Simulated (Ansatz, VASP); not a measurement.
# Two plane-wave programs on ZnS

The input POSCAR:

```
ZnS
1.0
    3.8076113006      0.0000000000      0.0000000000
   -1.9038056503      3.2974881140      0.0000000000
    0.0000000000      0.0000000000     12.4658238808
Zn S
4 4
Direct
    0.0000000000      0.0000000000      0.0001052062
    0.3333333333      0.6666666667      0.2500673645
    0.0000000000      0.0000000000      0.5001052062
    0.6666666667      0.3333333333      0.7500673645
    0.0000000000      0.0000000000      0.1872391008
    0.3333333333      0.6666666667      0.4375883287
    0.0000000000      0.0000000000      0.6872391008
    0.6666666667      0.3333333333      0.9375883287
```

The input INCAR.step1:

```
PREC = Accurate ; ENCUT = 520
ISMEAR = 0 ; SIGMA = 0.01
LREAL = F ; LASPH = T
NELM = 100 ; NBANDS = 46
GGA = PE ; ALGO = Normal
EDIFF = 1E-4 ; LWAVE = T
LCHARG = F
```

Contents of INCAR.step2:

```
PREC = Accurate ; ENCUT = 520
EDIFF = 1E-6 ; ISMEAR = 0
SIGMA = 0.01 ; LREAL = F
LASPH = T ; NELM = 100
ALGO = Normal ; ISIF = 2
LWAVE = F ; LCHARG = T
METAGGA = R2SCAN ; LMIXTAU = T
LELF = T ; LVHAR = T
NBANDS = 46 ; ISTART = 1
```

The input KPOINTS:

```
regular mesh
0
Gamma
  6 6 2
```

Input for Ansatz:

```yaml
crystal:
  lattice:
    - [3.8076113006, 0.0, 0.0]
    - [-1.9038056503, 3.297488114, 0.0]
    - [0.0, 0.0, 12.4658238808]
  atoms:
    - { symbol: Zn, position: [0.0, 0.0, 0.0001052062] }
    - { symbol: Zn, position: [0.3333333333, 0.6666666667, 0.2500673645] }
    - { symbol: Zn, position: [0.0, 0.0, 0.5001052062] }
    - { symbol: Zn, position: [0.6666666667, 0.3333333333, 0.7500673645] }
    - { symbol: S, position: [0.0, 0.0, 0.1872391008] }
    - { symbol: S, position: [0.3333333333, 0.6666666667, 0.4375883287] }
    - { symbol: S, position: [0.0, 0.0, 0.6872391008] }
    - { symbol: S, position: [0.6666666667, 0.3333333333, 0.9375883287] }
kpoints:
  mp_grid: { grid: [6, 6, 2] }
hamiltonian:
  xc: r2scan
scf:
  occupations: { method: fixed }
output:
  optics:
    e_range: [0, 14]
    de: 0.05
    sigma: 0.1
    bands: { spectra_wanted_up_to: 14 }
```

Alike in both runs: task single point; functional r2SCAN; k mesh 6 × 6 × 2; no spin polarisation.

|  | VASP | Ansatz |
| --- | --- | --- |
| version | VASP 6.6.1 | Ansatz 0.2.0 |
| potentials or method | VASP PAW PBE potentials, release 64 (Zn, S) | plane waves, PAW |
| plane-wave cutoff (eV) | 520 | 500 |
| occupations | gaussian, width 0.01 eV | fixed |
| valence electrons in the cell | 72 | 72 |

Ansatz gave:

| Item | Value |
| --- | --- |
| gap on the k mesh at the Fermi level (eV) | 2.74 |

Problem. Which values does VASP return?

Solution. gap on the k mesh at the Fermi level (eV): 2.75.

VASP's potentials were made for PBE, not for r2SCAN.
